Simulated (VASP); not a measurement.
Input of a VASP 6.6.1 run:

INCAR

```
PREC     = Accurate       # precision mode
ENCUT    = 520            # plane-wave cutoff, eV
EDIFF    = 1E-6           # SCF threshold, eV
ISMEAR   = -1             # smearing method
SIGMA    = 0.1            # smearing width, eV
LREAL    = F              # projectors in reciprocal space
LASPH    = T              # aspherical terms in the spheres
NELM     = 80             # most SCF steps
ALGO     = Normal         # electronic algorithm
ISIF     = 2              # what is computed and relaxed
LWAVE    = F              # write WAVECAR
LCHARG   = T              # write CHGCAR
GGA      = PS             # functional
LELF     = T              # ELF
LVHAR    = T            
NBANDS   = 13             # bands
```

Contents of KPOINTS:

```
regular mesh
0
Gamma
  11 11 11
```

POSCAR

```
Sn
1.0
   -1.9195843084      1.9195843084      1.9195843084
    1.9195843084     -1.9195843084      1.9195843084
    1.9195843084      1.9195843084     -1.9195843084
Sn
1
Direct
    0.0000000000      0.0000000000      0.0000000000
```

Potentials or basis: VASP PAW PBE potentials, release 64 (Sn_d).

Launch:

```bash
$ cat potpaw_PBE.64/Sn_d/POTCAR > POTCAR
$ mpirun -np 1 vasp_std > vasp.out
```

Q: Predict the pressure.

A: -3.4 GPa.

Q: What does it give for the band gap on the k mesh?

A: Zero (band 7 reaches 15.04 eV, above the bottom of band 8 at 5.19 eV).

Caveat: the PAW data sets were made with another functional, which shifts forces and pressure a little; spin-orbit coupling is left out, which moves the levels of the heavy elements.
